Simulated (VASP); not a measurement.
## InAs: relaxation of cell and atoms with PBEsol

Crystal: InAs.

```
In As
1.0
     0.00000    3.01800    3.01800
     3.01800    0.00000    3.01800
     3.01800    3.01800    0.00000
In As
1 1
Cartesian
  0.0000 0.0000 0.0000
  4.5270 4.5270 4.5270
```

| Item | Value |
| --- | --- |
| Program | VASP 6.6.1 |
| Task | relaxation of cell and atoms |
| Functional | PBEsol |
| Potentials or basis | VASP PAW PBE potentials, release 64 (In_d, As) |
| Cutoff | 600 eV |
| k mesh | 8 × 8 × 8 |
| Occupations | fermi-dirac, width 0.05 eV |
| Spin | no spin polarisation |
| Target pressure | 5 GPa |
| Dipole correction | no |
| Further INCAR settings | ALGO = Normal; EDIFF = 1e-06; IBRION = 2; EDIFFG = -0.01; NSW = 80; ISIF = 3 |

The relaxed volume is 26.21 Å³/atom. The relaxed cell is a = 4.201 Å, b = 4.201 Å, c = 4.201 Å, α = 60.00°, β = 60.00°, γ = 60.00° and the space group after relaxing (to 0.05 Å) is F-43m (No. 216). The energy change on relaxing (the enthalpy is what falls) is +25.8 meV/atom. The ionic steps are 3 and the pressure after relaxing is 5.0 GPa. The band gap on the k mesh is zero (filled and empty bands touch).

Step by step:
```tsv
step	energy change (eV)	largest force (eV/Å)	pressure (GPa)	volume (Å³)
1	0.0000	0.0000	1.63	54.98
2	0.1295	0.0000	8.13	50.51
3	0.0516	0.0000	4.98	52.42
```

Final structure:
```xyz
2
Lattice="0.0000 2.9705 2.9705 2.9705 0.0000 2.9705 2.9705 2.9705 0.0000" Properties=species:S:1:pos:R:3 pbc="T T T"
In    0.0000    0.0000    0.0000
As    4.4558    4.4558    4.4558
```

Levels at points of the mesh, in eV from the Fermi level:
| k point | band 7 | band 8 | band 9 | band 10 | band 11 | band 12 |
| --- | --- | --- | --- | --- | --- | --- |
| (0.00, 0.00, 0.00) | -0.07 | -0.06 | -0.06 | -0.06 | 3.81 | 3.81 |
| (0.50, 0.00, 0.00) | -6.16 | -1.14 | -1.14 | 0.93 | 4.59 | 4.59 |
| (0.50, 0.50, 0.00) | -6.18 | -2.59 | -2.59 | 1.29 | 1.92 | 9.37 |

It took 59 s on 1 thread of Intel Xeon 6975P-C (shared host), peak memory 0.23 GiB.

Caveat: the cell is relaxed towards a set pressure, so the enthalpy falls and the energy may rise; the PAW data sets were made with another functional, which shifts forces and pressure a little; spin-orbit coupling is left out, which moves the levels of the heavy elements.
